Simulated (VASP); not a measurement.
Set up this calculation in VASP 6.6.1, as the native input.

| Quantity | Value |
| --- | --- |
| Task | single point |
| Functional | LDA |
| Potentials or basis | VASP PAW LDA potentials, release 64 (Sr_sv, Ca_sv, I) |
| Cutoff | 520 eV |
| k mesh | 4 × 4 × 6 |
| Occupations | gaussian, width 0.02 eV |
| Spin | no spin polarisation |
| Dipole correction | no |
| Further INCAR settings | ALGO = Normal; EDIFF = 1e-06; NBANDS = 33 |

The structure of SrCaI4 lies in POSCAR:

```
SrCaI4
1.0
    5.2116034275     -5.1975050191      0.0000000000
    5.2116034275      5.1975050191      0.0000000000
    0.0000000000      0.0000000000      4.6441186510
Sr Ca I
1 1 4
Direct
    0.0000000000      0.0000000000      0.0000000000
    0.5000000000      0.5000000000      0.5000000000
    0.2077190062      0.2077190062      0.5000000000
    0.6924938658      0.3075061342      0.0000000000
    0.3075061342      0.6924938658      0.0000000000
    0.7922809938      0.7922809938      0.5000000000
```

One way to write it, as run:

INCAR

```
SYSTEM = SrCaI4
PREC = Accurate ; ENCUT = 520
EDIFF = 1E-6 ; ISMEAR = 0
SIGMA = 0.02 ; LREAL = .FALSE.
LASPH = .TRUE. ; NELM = 100
ALGO = Normal ; ISIF = 2
LWAVE = .FALSE. ; LCHARG = .TRUE.
GGA = CA ; LELF = .TRUE.
LVHAR = .TRUE. ; NBANDS = 33
```

KPOINTS

```
Automatic mesh
0
G
  4 4 6
  0 0 0
```

Potentials or basis: VASP PAW LDA potentials, release 64 (Sr_sv, Ca_sv, I).

The run is started by

```sh
$ cat potpaw_LDA.64/Sr_sv/POTCAR potpaw_LDA.64/Ca_sv/POTCAR potpaw_LDA.64/I/POTCAR > POTCAR
$ mpirun -np 1 vasp_std > vasp.out
```

Results of the run:

| Property | Result |
| --- | --- |
| Pressure | 0.1 GPa |
| Largest force | 0.009 eV/Å |
| Band gap on the k mesh | 3.22 eV |

Caveat: spin-orbit coupling is left out, which moves the levels of the heavy elements.

Run time: 3.2 min on 1 thread of Intel(R) Xeon(R) Platinum 8259CL CPU @ 2.50GHz (Skylake/Cascade Lake), on a shared host, peak memory 0.42 GiB.
